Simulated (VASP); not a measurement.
Wanted: the native input for a VASP 6.6.1 run.

```
Task                   : electric field gradients
Functional             : PBE
Potentials or basis    : VASP PAW PBE potentials, release 64 (Zn, Pt, C, N)
Cutoff                 : 520 eV
k mesh                 : 6 × 6 × 6
Occupations            : fermi-dirac, width 0.05 eV
Spin                   : no spin polarisation
Dipole correction      : no
Further INCAR settings : ALGO = Normal; EDIFF = 1e-08; NBANDS = 51
```

The structure of ZnPtC6N6 lies in POSCAR:

```
ZnPtC6N6
1.0
    0.0000000000      5.2593000000      5.2593000000
    5.2593000000      0.0000000000      5.2593000000
    5.2593000000      5.2593000000      0.0000000000
Zn Pt C N
1 1 6 6
Direct
    0.5000000000      0.5000000000      0.5000000000
    0.0000000000      0.0000000000      0.0000000000
    0.1931000000      0.1931000000      0.8069000000
    0.8069000000      0.8069000000      0.1931000000
    0.8069000000      0.1931000000      0.1931000000
    0.1931000000      0.8069000000      0.8069000000
    0.1931000000      0.8069000000      0.1931000000
    0.8069000000      0.1931000000      0.8069000000
    0.2967000000      0.2967000000      0.7033000000
    0.7033000000      0.7033000000      0.2967000000
    0.7033000000      0.2967000000      0.2967000000
    0.2967000000      0.7033000000      0.7033000000
    0.2967000000      0.7033000000      0.2967000000
    0.7033000000      0.2967000000      0.7033000000
```

These files were run (other wordings do the same):

INCAR

```
PREC     = Accurate       # precision mode
ENCUT    = 520            # plane-wave cutoff, eV
EDIFF    = 1E-8           # SCF threshold, eV
ISMEAR   = -1             # smearing method
SIGMA    = 0.05           # smearing width, eV
LREAL    = False          # projectors in reciprocal space
LASPH    = True           # aspherical terms in the spheres
NELM     = 100            # most SCF steps
ALGO     = Normal         # electronic algorithm
ISIF     = 2              # what is computed and relaxed
LWAVE    = False          # write WAVECAR
LCHARG   = False          # write CHGCAR
GGA      = PE             # functional
LEFG     = True         
NBANDS   = 51             # bands
```

KPOINTS

```
Automatic mesh
0
Gamma
  6 6 6
```

Potentials or basis: VASP PAW PBE potentials, release 64 (Zn, Pt, C, N).

Run with:

```console
$ cat potpaw_PBE.64/Zn/POTCAR potpaw_PBE.64/Pt/POTCAR potpaw_PBE.64/C/POTCAR potpaw_PBE.64/N/POTCAR > POTCAR
$ mpirun -np 1 vasp_std > vasp.out
```

Results of the run:

* Pressure: 12.7 GPa
* Largest force: 11.245 eV/Å
* Band gap on the k mesh: 5.08 eV (least direct gap 5.20 eV)
* Largest electric field gradient by atom: Zn +0.0; Pt -0.0; C -53.3; N -87.4 V/Å²

Caveat: the cell stands under pressure; without QUAD_EFG the Cq values of the log hold for a quadrupole moment of 1 mb, not for the nuclei; spin-orbit coupling is left out, which moves the levels of the heavy elements; forces of over 1 eV/Å act on the atoms, so gaps and moduli don't describe the material at rest.

Wall time 7.2 min on 1 thread of Intel(R) Xeon(R) Platinum 8259CL CPU @ 2.50GHz (Skylake/Cascade Lake), with other jobs on the host, peak memory 0.57 GiB.
